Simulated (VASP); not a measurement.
A run of VASP 6.6.1 is set up as follows.

File INCAR:

```
ALGO     = Normal         # electronic algorithm
EDIFF    = 1E-8           # SCF threshold, eV
ENCUT    = 520            # plane-wave cutoff, eV
GGA      = PE             # functional
ISIF     = 2              # what is computed and relaxed
ISMEAR   = -1             # smearing method
LASPH    = True           # aspherical terms in the spheres
LCHARG   = False          # write CHGCAR
LEFG     = True         
LREAL    = False          # projectors in reciprocal space
LWAVE    = False          # write WAVECAR
NBANDS   = 8              # bands
NELM     = 100            # most SCF steps
PREC     = Accurate       # precision mode
SIGMA    = 0.05           # smearing width, eV
```

The input KPOINTS:

```
k-points
0
Gamma
  19 19 19
```

The input POSCAR:

```
Sb
1.0
   -1.4452250000      1.5196250000      2.4800000000
    1.5196250000     -1.4452250000      2.4800000000
    1.4903750000      1.4903750000     -2.4348500000
Sb
1
Direct
    0.0000000000      0.0000000000      0.0000000000
```

Potentials or basis: VASP PAW PBE potentials, release 64 (Sb).

Launch:

```sh
$ cat potpaw_PBE.64/Sb/POTCAR > POTCAR
$ mpirun -np 1 vasp_std > vasp.out
```

(1) Predict the band gap on the k mesh.

(2) What does it give for the pressure?

Answers

(1) zero (an odd number of electrons rules out a gap without spin polarisation).

(2) 19.4 GPa.

Caveat: the cell differs from its parent crystal (equal xy, yz and zx shear strains of +3 %); the cell stands under pressure; without QUAD_EFG the Cq values of the log hold for a quadrupole moment of 1 mb, not for the nuclei; spin-orbit coupling is left out, which moves the levels of the heavy elements; an odd number of electrons without spin polarisation forces a metal; a magnetic or distorted state may lie lower.
